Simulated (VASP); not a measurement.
Runs of VASP 6.6.1 on CsBa3. The structure is that of space group Fm-3m (No. 225), or close to it. The cells are those of the table. 

```tsv
level	cell	k mesh	gap on the mesh (eV)	pressure (GPa)
PBE	a = 7.311, b = 7.311, c = 7.236 Å, angles 60.3, 60.3, 59.3°, 4 atoms	4 × 4 × 4	none	(b)
PBE	a = 7.421, b = 7.421, c = 7.458 Å, angles 59.8, 59.8, 60.3°, 4 atoms	4 × 4 × 4	none	0.0
PBEsol	a = 7.384 Å, angles 60.0°, 4 atoms	5 × 5 × 5	none	(a)
PBE	a = 7.384 Å, angles 60.0°, 4 atoms	4 × 4 × 4	none	0.1
PBE	a = 7.347, b = 7.347, c = 7.310 Å, angles 60.2, 60.2, 59.7°, 4 atoms	4 × 4 × 4	none	0.2
```

Alike in all rows: task single point; potentials or basis VASP PAW PBE potentials, release 64 (Ba_sv, Cs_sv); no spin polarisation; cutoff (eV) 520; smearing fermi-dirac 0.05 eV.

Problem. Estimate the missing entries.

Solution. (a) -0.5; (b) 0.3.

Caveats: spin-orbit coupling is left out, which moves the levels of the heavy elements; the PAW data sets were made with another functional, which shifts forces and pressure a little (at least some runs).

A k mesh can miss the band edges, and the runs leave out spin-orbit coupling on Ba, Cs.

A gap of «none» marks levels without a gap at the run's occupations.
